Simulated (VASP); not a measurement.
The system is MgBH5.

```
Mg B H
1.0
     2.74204    0.00000    0.00000
     0.00000    2.74204    0.00000
     0.00000    0.00000    5.41406
Mg B H
1 1 5
Direct
  0.50000 0.50000 0.00000
  0.00000 0.00000 0.50000
  0.00000 0.50000 0.33830
  0.00000 0.50000 0.66170
  0.50000 0.00000 0.33830
  0.50000 0.00000 0.66170
  0.00000 0.00000 0.00000
```

| Item | Value |
| --- | --- |
| Program | VASP 6.6.1 |
| Task | relaxation of cell and atoms |
| Functional | r2SCAN |
| Dispersion | rVV10 |
| Potentials or basis | VASP PAW PBE potentials, release 64 (Mg, B, H) |
| Cutoff | 600 eV |
| k mesh | 8 × 8 × 4 |
| Occupations | fermi-dirac, width 0.03 eV |
| Spin | no spin polarisation |

At the start: pressure 1.6 GPa; volume 5.82 Å³/atom.

Where does the relaxation end?

Over 10 steps the energy falls by 15.4 meV/atom and the volume is 5.95 Å³/atom (+2.3 %); space group P4/mmm (No. 123, to 0.1 Å) before and after.

Step by step:
```csv
step,energy change (eV),largest force (eV/Å),pressure (GPa),volume (Å³)
1,0.0000,0.5323,1.57,40.71
2,-0.0788,0.2637,0.63,41.04
3,-0.0912,0.2006,0.28,41.19
4,-0.0677,0.0698,-0.33,41.48
5,-0.0923,0.1685,0.16,41.24
6,-0.0923,0.1597,0.14,41.25
7,-0.1014,0.0903,0.34,41.32
8,-0.1068,0.0208,0.68,41.42
9,-0.1068,0.0285,0.70,41.42
10,-0.1078,0.0012,0.18,41.66
```

Final structure:
```
Mg B H
1.0
     2.78551    0.00000    0.00000
     0.00000    2.78551    0.00000
     0.00000    0.00000    5.36956
Mg B H
1 1 5
Direct
  0.50000 0.50000 0.00000
  0.00000 0.00000 0.50000
  0.00000 0.50000 0.35153
  0.00000 0.50000 0.64846
  0.50000 0.00000 0.35153
  0.50000 0.00000 0.64846
  0.00000 0.00000 0.00000
```

Caveat: the PAW data sets were made with another functional, which shifts forces and pressure a little.
